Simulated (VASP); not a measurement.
Write the native input for VASP 6.6.1 that does the following.

```yaml
Task: electric field gradients
Functional: LDA
Potentials_or_basis: VASP PAW LDA potentials, release 64 (Se)
Cutoff: 520 eV
k_mesh: 6 × 6 × 5
Occupations: fermi-dirac, width 0.03 eV
Spin: no spin polarisation
Dipole_correction: no
Further_INCAR_settings: ALGO = Normal; EDIFF = 1e-08; NBANDS = 16
```

The structure of Se lies in POSCAR:

```
Se
1.0
    4.4098619484      0.0000000000      0.0000000000
   -2.2049309742      3.8190524745      0.0000000000
    0.0000000000      0.0000000000      4.9536000000
Se
3
Direct
    0.2254000000      0.0000000000      0.3333333333
    0.0000000000      0.2254000000      0.6666666667
    0.7746000000      0.7746000000      0.0000000000
```

This cell differs from its parent crystal: equal xx and yy strain of +1 %.

One way to write it, as run:

INCAR

```
PREC = Accurate ; ENCUT = 520
EDIFF = 1E-8 ; ISMEAR = -1
SIGMA = 0.03 ; LREAL = F
LASPH = T ; NELM = 60
ALGO = Normal ; ISIF = 2
LWAVE = F ; LCHARG = F
LEFG = T ; NBANDS = 16
```

KPOINTS

```
regular mesh
0
Gamma
  6 6 5
```

Potentials or basis: VASP PAW LDA potentials, release 64 (Se).

Launch:

```sh
$ cat potpaw_LDA.64/Se/POTCAR > POTCAR
$ mpirun -np 1 vasp_std > vasp.out
```

It gave:

```yaml
Pressure: -1.9 GPa
Largest_force: 0.070 eV/Å
Band_gap_on_the_k_mesh: 1.18 eV (least direct gap 1.45 eV)
Largest_electric_field_gradient_by_atom: Se -500.8 V/Å²
```

Caveat: the cell differs from its parent crystal (equal xx and yy strain of +1 %); without QUAD_EFG the Cq values of the log hold for a quadrupole moment of 1 mb, not for the nuclei; an odd mesh through Γ misses points on the zone boundary, where band edges can lie.

Wall time 54 s on 1 thread of Intel Xeon 8259CL (shared host), peak memory 0.18 GiB.
